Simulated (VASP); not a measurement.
Crystal: AlNi3.

```
Al Ni
1.0
     0.00000    2.65438    2.65438
     2.65438    0.00000    2.65438
     2.65438    2.65438    0.00000
Al Ni
1 3
Cartesian
  2.6544 2.6544 2.6544
  1.3272 1.3272 1.3272
  0.0000 0.0000 0.0000
  3.9816 3.9816 3.9816
```

Base run:

* Program: VASP 6.6.1
* Functional: PBE
* Potentials or basis: VASP PAW PBE potentials, release 64 (Al, Ni)
* Cutoff: 520 eV
* k mesh: 14 × 14 × 14
* Occupations: gaussian, width 0.15 eV
* Spin: collinear spin, ferromagnetic start
* Starting moments: [0.0, 0.5, 0.5, 0.5] μB
* Fixed moment: 1.5 μB

Its results: pressure 58.6 GPa; site moments Al +0.02; Ni +0.43, +0.56 (each value once) μB.

Task: The run is repeated on the same cell with these changes: fixed moment from 1.5 μB to 3 μB; moments at the start from [0.0, 0.5, 0.5, 0.5] to [0.0, 1.0, 1.0, 1.0]. What comes out?

Result: Pressure 65.8 GPa; site moments Al +0.06; Ni +0.89, +1.00 (each value once) μB.

Caveats: the cell stands under pressure; the total moment is fixed, so each spin has its own Fermi level.
